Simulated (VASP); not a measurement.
Wanted: the native input for a VASP 6.6.1 run.

```yaml
Task: single point
Functional: PBE
Potentials_or_basis: VASP PAW PBE potentials, release 64 (Sn_d, O)
Cutoff: 520 eV
k_mesh: 4 × 4 × 4
Occupations: gaussian, width 0.1 eV
Spin: no spin polarisation
Dipole_correction: no
Further_INCAR_settings: ALGO = Normal; EDIFF = 1e-07; NBANDS = 35
```

The structure of SnO2 lies in POSCAR:

```
SnO2
1.0
    0.0000000000      3.9338670533      3.9338670533
    3.9338670533      0.0000000000      3.9338670533
    3.9338670533      3.9338670533      0.0000000000
Sn O
2 4
Direct
    0.7500000000      0.7500000000      0.7500000000
    0.2500000000      0.2500000000      0.2500000000
    0.3926568274      0.3926568274      0.3926568274
    0.3926568274      0.3926568274      0.8220295179
    0.3926568274      0.8220295179      0.3926568274
    0.8220295179      0.3926568274      0.3926568274
```

These files were run (other wordings do the same):

INCAR

```
SYSTEM = SnO2
PREC = Accurate
ENCUT = 520
EDIFF = 1E-7
ISMEAR = 0
SIGMA = 0.1
LREAL = .FALSE.
LASPH = .TRUE.
NELM = 60
ALGO = Normal
ISIF = 2
LWAVE = .FALSE.
LCHARG = .TRUE.
GGA = PE
LELF = .TRUE.
LVHAR = .TRUE.
NBANDS = 35
```

KPOINTS

```
Automatic mesh
0
G
  4 4 4
  0 0 0
```

Potentials or basis: VASP PAW PBE potentials, release 64 (Sn_d, O).

Command:

```console
$ cat potpaw_PBE.64/Sn_d/POTCAR potpaw_PBE.64/O/POTCAR > POTCAR
$ mpirun -np 1 vasp_std > vasp.out
```

It gave:

```yaml
Pressure: 0.2 GPa
Largest_force: 0.081 eV/Å
Band_gap_on_the_k_mesh: zero (band 26 reaches 1.85 eV, above the bottom of band 27 at 1.69 eV)
```

Caveat: spin-orbit coupling is left out, which moves the levels of the heavy elements.

Wall time 47 s on 1 thread of Intel(R) Xeon(R) Platinum 8488C (Sapphire Rapids), on a shared host, peak memory 0.25 GiB.
